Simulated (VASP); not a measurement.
Wanted: the native input for a VASP 6.6.1 run.

```yaml
Task: single point
Functional: r2SCAN
Potentials_or_basis: VASP PAW PBE potentials, release 64 (N, B)
Cutoff: 520 eV
k_mesh: 13 × 13 × 13
Occupations: fermi-dirac, width 0.05 eV
Spin: no spin polarisation
Dipole_correction: no
Further_INCAR_settings: ALGO = Normal; EDIFF = 1e-06; NBANDS = 11
```

BN:

```
CELL_PARAMETERS angstrom
0.00000 3.42396 2.12187
1.22608 0.00000 2.12187
1.22608 3.42396 0.00000
ATOMIC_POSITIONS crystal
N 0.66665 0.66665 0.33335
B 0.00005 0.00005 0.99995
```

These files were run (other wordings do the same):

POSCAR

```
BN
1.0
    0.0000000000      3.4239628326      2.1218728889
    1.2260814184      0.0000000000      2.1218728889
    1.2260814184      3.4239628326      0.0000000000
N B
1 1
Direct
    0.6666513400      0.6666513400      0.3333486600
    0.0000486500      0.0000486500      0.9999513500
```

INCAR.step1

```
SYSTEM = BN
ALGO = Normal
EDIFF = 1E-4
ENCUT = 520
GGA = PE
ISMEAR = -1
LASPH = .True.
LCHARG = .False.
LREAL = .False.
LWAVE = .True.
NBANDS = 11
NELM = 60
PREC = Accurate
SIGMA = 0.05
```

INCAR.step2

```
SYSTEM = BN
ALGO = Normal
EDIFF = 1E-6
ENCUT = 520
ISIF = 2
ISMEAR = -1
ISTART = 1
LASPH = .True.
LCHARG = .True.
LELF = .True.
LMIXTAU = .True.
LREAL = .False.
LVHAR = .True.
LWAVE = .False.
METAGGA = R2SCAN
NBANDS = 11
NELM = 60
PREC = Accurate
SIGMA = 0.05
```

KPOINTS

```
k-points
0
Gamma
  13 13 13
  0 0 0
```

Potentials or basis: VASP PAW PBE potentials, release 64 (N, B).

Run with:

```sh
$ cat potpaw_PBE.64/N/POTCAR potpaw_PBE.64/B/POTCAR > POTCAR
$ cp INCAR.step1 INCAR
$ mpirun -np 1 vasp_std > vasp.out
$ cp INCAR.step2 INCAR
$ mpirun -np 1 vasp_std > vasp.out
```

It gave:

```json
{
  "Pressure": "16.2 GPa",
  "Largest force": "0.011 eV/Å",
  "Band gap on the k mesh": "4.46 eV (least direct gap 5.51 eV)"
}
```

Caveat: the stress differs along the axes, from 0 to 24 GPa; the PAW data sets were made with another functional, which shifts forces and pressure a little.

Run time: 4.5 min on 1 thread of Intel(R) Xeon(R) Platinum 8375C CPU @ 2.90GHz (Ice Lake), on a shared host, peak memory 0.19 GiB.
